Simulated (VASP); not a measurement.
# ZnSe (a.bB) (F-43m) in VASP: further runs

Runs on ZnSe (a.bB). Level: PBEsol. Tasks: single point.

Everything below comes from runs of VASP 6.6.1. Logs are shortened: lines on timing, memory, paths and dates and some standing lists are left out, and cuts for length are marked.

## 1. The cell of the first run

The structure is cubic, space group F-43m (No. 216). Conventional cell: a = 5.634 Å, b = 5.634 Å, c = 5.634 Å, α = 90.00°, β = 90.00°, γ = 90.00°. Within 3.2 Å of Zn (site symmetry -43m) lie 4 Se at 2.44 Å. Within 3.2 Å of Se (site symmetry -43m) lie 4 Zn at 2.44 Å.

## 2. Single point, PBEsol

Contents of INCAR:

```
ALGO     = Normal         # electronic algorithm
EDIFF    = 1E-6           # SCF threshold, eV
ENCUT    = 500            # plane-wave cutoff, eV
GGA      = PS             # functional
GGA_COMPAT= False        
ISIF     = 2              # what is computed and relaxed
ISMEAR   = 0              # smearing method
LASPH    = True           # aspherical terms in the spheres
LCHARG   = True           # write CHGCAR
LELF     = True           # ELF
LREAL    = False          # projectors in reciprocal space
LVHAR    = True         
LWAVE    = False          # write WAVECAR
NBANDS   = 16             # bands
NELM     = 120            # most SCF steps
PREC     = Accurate       # precision mode
SIGMA    = 0.02           # smearing width, eV
```

Contents of KPOINTS:

```
k-points
0
Gamma
  8 8 8
```

Contents of POSCAR:

```
ZnSe
1.0
    0.0000000000      2.8168001084      2.8168001084
    2.8168001084      0.0000000000      2.8168001084
    2.8168001084      2.8168001084      0.0000000000
Zn Se
1 1
Direct
    0.0000000000      0.0000000000      0.0000000000
    0.2500000000      0.2500000000      0.2500000000
```

Potentials or basis: VASP PAW PBE potentials, release 64 (Zn, Se).

The run is started by

```bash
$ cat potpaw_PBE.64/Zn/POTCAR potpaw_PBE.64/Se/POTCAR > POTCAR
$ mpirun -np 1 vasp_std > vasp.out
```

OUTCAR:

```text
EDIFF = 1E-6
   ENCUT = 500
   GGA = PS
   ISIF = 2
   ISMEAR = 0
   LASPH = True
   LREAL = False
   NELM = 120
   PREC = Accurate

 ion  position               nearest neighbor table
   1  0.000  0.000  0.000-   2 2.44   2 2.44   2 2.44   2 2.44
   2  0.250  0.250  0.250-   1 2.44   1 2.44   1 2.44   1 2.44

  LATTYP: Found a face centered cubic cell.
 ALAT       =     5.6336002168

  Lattice vectors:

 A1 = (   0.0000000000,   2.8168001084,   2.8168001084)
 A2 = (   2.8168001084,   0.0000000000,   2.8168001084)
 A3 = (   2.8168001084,   2.8168001084,   0.0000000000)

Analysis of symmetry for initial positions (statically):
=====================================================================
 Subroutine PRICEL returns:
 Original cell was already a primitive cell.

 Routine SETGRP: Setting up the symmetry group for a
 face centered cubic supercell.

 Subroutine GETGRP returns: Found 24 space group operations
 (whereof 24 operations were pure point group operations)
 out of a pool of 48 trial point group operations.

The static configuration has the point symmetry T_d .

Analysis of symmetry for dynamics (positions and initial velocities):
=====================================================================
 Subroutine PRICEL returns:
 Original cell was already a primitive cell.

 Routine SETGRP: Setting up the symmetry group for a
 face centered cubic supercell.

 Subroutine GETGRP returns: Found 24 space group operations
 (whereof 24 operations were pure point group operations)
 out of a pool of 48 trial point group operations.

The dynamic configuration has the point symmetry T_d .

 Subroutine INISYM returns: Found 24 space group operations
 (whereof 24 operations are pure point group operations),
 and found     1 'primitive' translations

----------------------------------------------------------------------------------------

                                     Primitive cell

  volume of cell :      44.6990

  direct lattice vectors                    reciprocal lattice vectors
     0.000000000  2.816800108  2.816800108    -0.177506383  0.177506383  0.177506383
     2.816800108  0.000000000  2.816800108     0.177506383 -0.177506383  0.177506383
     2.816800108  2.816800108  0.000000000     0.177506383  0.177506383 -0.177506383

  length of vectors
     3.983556916  3.983556916  3.983556916     0.307450075  0.307450075  0.307450075

  position of ions in fractional coordinates (direct lattice)
     0.000000000  0.000000000  0.000000000
[... 73 lines left out ...]
   LNONCOLLINEAR =      F non collinear calculations
   LSORBIT =      F    spin-orbit coupling
   LASPH  =      T    aspherical Exc in radial PAW
   ENCUT  =  500.0 eV  36.75 Ry    6.06 a.u.   7.26  7.26  7.26*2*pi/ulx,y,z
   NELM   =    120;   NELMIN=  2; NELMDL= -5     # of ELM steps
   EDIFF  = 0.1E-05   stopping-criterion for ELM
   LREAL  =      F    real-space projection
   EDIFFG = 0.1E-04   stopping-criterion for IOM
   NSW    =      0    number of steps for IOM
   IBRION =     -1    ionic relax: 0-MD 1-quasi-New 2-CG
   NFREE  =      0    steps in history (QN), initial steepest desc. (CG)
   ISIF   =      2    stress and relaxation
   ISYM   =      2    0-nonsym 1-usesym 2-fastsym
   POTIM  = 0.5000    time-step for ionic-motion
   TEBEG  =    0.0;   TEEND  =   0.0 temperature during run
   PSTRESS=    0.0 pullay stress
   NELECT =      18.0000    total number of electrons
   NUPDOWN=      -1.0000    fix difference up-down
   EMIN   =  10.00;   EMAX   =-10.00  energy-range for DOS
   EFERMI =   0.00;   METHOD = LEGACY
   ISMEAR =     0;   SIGMA  =   0.02  broadening in eV -4-tet -1-fermi 0-gaus
   EFERMI_NEDOS =   21; number of points for ismear=-14 and -15
   IALGO  =     38    algorithm
   IMIX   =      4    mixing-type and parameters
     AMIX     =   0.40;   BMIX     =  1.00
     AMIX_MAG =   1.60;   BMIX_MAG =  1.00
  volume/ion in A,a.u.               =      22.35       150.82
  Fermi-wavevector in a.u.,A,eV,Ry     =   1.208926  2.284538 19.884936  1.461502
  Thomas-Fermi vector in A             =   2.344519
   LORBIT       =      0    0 simple, 1 ext, 2 COOP (PROOUT), +10 PAW based schemes
   GGA     = PS    functional components
   LHFCALC =     F    Hartree Fock is set to
   AEXX    =    0.0000 exact exchange contribution
   IVDW    =     0    specifies the selected vdW correction
   LEPSILON=     F    determine dielectric tensor
   LRPA    =     F    only Hartree local field effects (RPA)
 non-spin polarized calculation
 Gauss-broadening in eV      SIGMA  =   0.02
  energy-cutoff  :      500.00
  volume of cell :       44.70
 maximum number of plane-waves:      1158
 NGX is ok and might be reduce to    30
   NGX = 15   NGY = 15   NGZ = 15

 number of electron      17.9999998 magnetization

 Free energy of the ion-electron system (eV)
  ---------------------------------------------------
  ext. energy  EPLUGINS =         0.00000000
  ---------------------------------------------------
  free energy    TOTEN  =        -6.77303864 eV

  energy without entropy =       -6.77303864  energy(sigma->0) =       -6.77303864

 E-fermi :   1.7744     XC(G=0):  -9.6086

 val. band max:        1.6443799202   @ k =   0.0000   0.0000   0.0000
 cond. band min:       2.8869533094   @ k =   0.0000   0.0000   0.0000
 fundamental gap:      1.2425733892
 Fermi energy:         1.7744240106

 k-point     1 :       0.0000    0.0000    0.0000
  band No.  band energies     occupation
      1     -11.7598      2.00000
      2      -4.9800      2.00000
      3      -4.9800      2.00000
      4      -4.9800      2.00000
      5      -4.5918      2.00000
      6      -4.5918      2.00000
[... 433 lines left out ...]
      3      -4.8336      2.00000
      4      -4.6285      2.00000
      5      -4.5850      2.00000
      6      -4.3739      2.00000
[... 8 lines left out ...]
     15      14.3310      0.00000
     16      15.1833      0.00000

 [... further k-points ...]
[... 5 lines left out ...]
  --------------------------------------------------------------------------------------
  -------------------------------------------------------------------------------------
  Total        0.0720086      0.0720086      0.0720086      0.0000000     -0.0000000     -0.0000000
  in kB        2.5810523      2.5810523      2.5810523      0.0000000     -0.0000000     -0.0000000
  external PRESSURE =       2.5810523 kB  Pullay stress =       0.0000000 kB

 VOLUME and BASIS-vectors are now :
 -----------------------------------------------------------------------------
  energy-cutoff  :      500.00
  volume of cell :       44.70
      direct lattice vectors                 reciprocal lattice vectors
     0.000000000  2.816800108  2.816800108    -0.177506383  0.177506383  0.177506383
     2.816800108  0.000000000  2.816800108     0.177506383 -0.177506383  0.177506383
     2.816800108  2.816800108  0.000000000     0.177506383  0.177506383 -0.177506383

 POSITION                                       TOTAL-FORCE (eV/Angst)
 -----------------------------------------------------------------------------------
      0.00000      0.00000      0.00000        -0.000000     -0.000000     -0.000000
      1.40840      1.40840      1.40840         0.000000      0.000000      0.000000
 -----------------------------------------------------------------------------------
    total drift:                               -0.000000     -0.000000      0.000000

  FREE ENERGIE OF THE ION-ELECTRON SYSTEM (eV)
  ---------------------------------------------------
  free  energy   TOTEN  =        -6.7730386366 eV

  energy  without entropy=       -6.7730386366  energy(sigma->0) =       -6.77303864
```

OSZICAR:

```text
N       E                     dE             d eps       ncg     rms          rms(c)
DAV:   1     0.838962325074E+02    0.83896E+02   -0.84125E+03   928   0.123E+03
DAV:   2    -0.181297314998E+01   -0.85709E+02   -0.80589E+02  1032   0.247E+02
DAV:   3    -0.703875559697E+01   -0.52258E+01   -0.52083E+01  1128   0.601E+01
DAV:   4    -0.707792957588E+01   -0.39174E-01   -0.39171E-01  1120   0.555E+00
DAV:   5    -0.707810556642E+01   -0.17599E-03   -0.17599E-03  1192   0.341E-01    0.482E+00
DAV:   6    -0.679533058103E+01    0.28277E+00   -0.62915E-01  1232   0.273E+01    0.374E+00
DAV:   7    -0.677586388650E+01    0.19467E-01   -0.16692E-01  1080   0.385E+00    0.163E+00
DAV:   8    -0.677319783270E+01    0.26661E-02   -0.39704E-03  1232   0.676E-01    0.431E-01
DAV:   9    -0.677299403077E+01    0.20380E-03   -0.84300E-04  1080   0.304E-01    0.643E-02
DAV:  10    -0.677305001309E+01   -0.55982E-04   -0.21006E-04  1248   0.173E-01    0.217E-02
DAV:  11    -0.677303835417E+01    0.11659E-04   -0.36327E-05  1272   0.828E-02    0.423E-03
DAV:  12    -0.677303863657E+01   -0.28240E-06   -0.56541E-06  1152   0.159E-02
   1 F= -.67730386E+01 E0= -.67730386E+01  d E =-.287677E-22
```

Wall time 19 s (1 thread of Intel Xeon Platinum 8488C (Sapphire Rapids), shared host); peak memory 0.17 GiB.

What came out:

```yaml
Free_energy: -6.7730 eV
Pressure: 0.3 GPa
Band_gap_on_the_k_mesh: 1.24 eV, direct
```

Levels at points of the mesh, in eV from the valence-band top:
```csv
k point,band 5,band 6,band 7,band 8,band 9,band 10,band 11,band 12,band 13,band 14
"(0.00, 0.00, 0.00)",-6.24,-6.24,0.00,0.00,0.00,1.24,5.73,5.73,5.73,9.81
"(0.50, 0.00, 0.00)",-6.22,-6.07,-5.40,-0.90,-0.90,2.48,6.30,6.30,8.45,10.90
"(0.50, 0.50, 0.00)",-6.19,-6.05,-4.87,-2.28,-2.28,2.80,3.37,10.74,11.29,11.29
```

Caveat: the PAW data sets were made with another functional, which shifts forces and pressure a little. Expect the measured gap to be larger: semilocal functionals such as PBEsol lack the derivative discontinuity.

## 3. Single point, PBEsol

Contents of INCAR:

```
SYSTEM = ZnSe
PREC = Accurate
ENCUT = 500
EDIFF = 1E-6
ISMEAR = 0
SIGMA = 0.02
LREAL = .False.
LASPH = .True.
NELM = 120
ALGO = Normal
ISIF = 2
LWAVE = .False.
LCHARG = .True.
GGA = PS
LELF = .True.
LVHAR = .True.
NBANDS = 16
GGA_COMPAT = .False.
```

Contents of KPOINTS:

```
Automatic mesh
0
Gamma
  8 8 8
  0 0 0
```

POSCAR is that of step 2.

Potentials or basis: VASP PAW PBE potentials, release 64 (Zn, Se).

The run is started by

```bash
$ cat potpaw_PBE.64/Zn/POTCAR potpaw_PBE.64/Se/POTCAR > POTCAR
$ mpirun -np 1 vasp_std > vasp.out
```

It took 20 s on 1 thread of Intel Xeon Platinum 8488C (Sapphire Rapids), shared host; peak memory 0.17 GiB.

It converged, with:

```yaml
Free_energy: -6.7730 eV
Pressure: 0.3 GPa
Band_gap_on_the_k_mesh: 1.24 eV, direct
```

Levels at points of the mesh, in eV from the valence-band top:
```
           k point  band 7  band 8  band 9  band 10  band 11  band 12
(0.00, 0.00, 0.00)    0.00    0.00    0.00     1.24     5.73     5.73
(0.50, 0.00, 0.00)   -5.40   -0.90   -0.90     2.48     6.30     6.30
(0.50, 0.50, 0.00)   -4.87   -2.28   -2.28     2.80     3.37    10.74
```

Caveat: the PAW data sets were made with another functional, which shifts forces and pressure a little.
